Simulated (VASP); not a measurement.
Set up this calculation in VASP 6.6.1, as the native input.

| Quantity | Value |
| --- | --- |
| Task | single point |
| Functional | PBE |
| Potentials or basis | VASP PAW PBE potentials, release 64 (Os) |
| Cutoff | 520 eV |
| k mesh | 6 × 6 × 4 |
| Occupations | gaussian, width 0.1 eV |
| Spin | no spin polarisation |
| Dipole correction | no |
| Further INCAR settings | ALGO = Normal; EDIFF = 1e-06; NBANDS = 24 |

The structure of Os lies in POSCAR:

```
Os
1.0
    3.8762738873      0.0000000000      0.0000000000
   -1.9381369436      3.3569516584      0.0000000000
    0.0000000000      0.0000000000      6.5980782090
Os
4
Direct
    0.3333333333      0.6666666667      0.4369224993
    0.6666666667      0.3333333333      0.9369224993
    0.6666666667      0.3333333333      0.5630775007
    0.3333333333      0.6666666667      0.0630775007
```

These files were run (other wordings do the same):

INCAR

```
PREC = Accurate
ENCUT = 520
EDIFF = 1E-6
ISMEAR = 0
SIGMA = 0.1
LREAL = False
LASPH = True
NELM = 60
ALGO = Normal
ISIF = 2
LWAVE = False
LCHARG = True
GGA = PE
LELF = True
LVHAR = True
NBANDS = 24
```

KPOINTS

```
Automatic mesh
0
Gamma
  6 6 4
```

Potentials or basis: VASP PAW PBE potentials, release 64 (Os).

Command:

```console
$ cat potpaw_PBE.64/Os/POTCAR > POTCAR
$ mpirun -np 1 vasp_std > vasp.out
```

It gave:

| Property | Result |
| --- | --- |
| Pressure | -1.1 GPa |
| Largest force | 0.042 eV/Å |
| Band gap on the k mesh | zero (bands 16 and 17 overlap by 0.33 eV) |

Caveat: spin-orbit coupling is left out, which moves the levels of the heavy elements.

It took 35 s on 1 thread of Intel(R) Xeon(R) Platinum 8488C (Sapphire Rapids) (shared host), peak memory 0.2 GiB.
